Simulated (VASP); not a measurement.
Runs of VASP 6.6.1 on Mg2CdSe3. The structure is that of space group P6_3mc (No. 186), or close to it. The cells are those of the table. 

```tsv
level	cell	k mesh	smearing	gap on the mesh (eV)	pressure (GPa)	largest force (eV/Å)
PBE	a = 4.302, b = 4.301, c = 20.873 Å, angles 90.0, 90.0, 120.0°, 12 atoms	6 × 6 × 1	gaussian 0.1 eV	1.54	0.1	0.04
PBE	a = 4.301, b = 4.301, c = 20.877 Å, angles 90.0, 90.0, 120.0°, 12 atoms	6 × 6 × 1	gaussian 0.1 eV	1.54	0.1	0.04
PBE	a = 4.301, b = 4.301, c = 20.877 Å, angles 90.0, 90.0, 120.0°, 12 atoms	6 × 6 × 2	gaussian 0.02 eV	1.54	0.1	0.04
r2SCAN	a = 4.301, b = 4.301, c = 20.877 Å, angles 90.0, 90.0, 120.0°, 12 atoms	6 × 6 × 2	gaussian 0.02 eV	2.09	-1.3	(a)
```

Alike in all rows: task single point; potentials or basis VASP PAW PBE potentials, release 64 (Mg, Cd, Se); no spin polarisation; cutoff (eV) 520.

**Question.** Estimate the missing entries.

**Answer.** (a) 0.02.

Caveats: the PAW data sets were made with another functional, which shifts forces and pressure a little (some runs).

A k mesh can miss the band edges, and the runs leave out spin-orbit coupling on Cd, Se.
